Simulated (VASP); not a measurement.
The system is Ga.

```xyz
4
Lattice="2.2913 -3.8809 0.0000 2.2913 3.8809 0.0000 0.0000 0.0000 4.5835" Properties=species:S:1:pos:R:3 pbc="T T T"
Ga    2.2913    1.2023    1.9205
Ga    2.2913    2.6786    4.2123
Ga    2.2913   -1.2023    2.6630
Ga    2.2913   -2.6786    0.3713
```

This cell differs from its parent crystal: volume scaled by 1.04.

Base run:

```yaml
Program: VASP 6.6.1
Functional: LDA
Potentials_or_basis: VASP PAW LDA potentials, release 64 (Ga_d)
Cutoff: 520 eV
k_mesh: 7 × 7 × 6
Occupations: fermi-dirac, width 0.05 eV
Spin: no spin polarisation
```

Its results: band gap on the k mesh zero (band 26 reaches 4.81 eV, above the bottom of band 27 at 3.55 eV); pressure -5.2 GPa; largest force 0.134 eV/Å.

**Question.** The run is repeated on the same cell with these changes: functional from LDA to PBEsol; potentials or basis from VASP PAW LDA potentials, release 64 (Ga_d) to VASP PAW PBE potentials, release 64 (Ga_d). What comes out?

**Answer.** Band gap on the k mesh zero (band 26 reaches 4.92 eV, above the bottom of band 27 at 3.66 eV); pressure -3.3 GPa; largest force 0.117 eV/Å.

Caveats: the PAW data sets were made with another functional, which shifts forces and pressure a little (some runs).
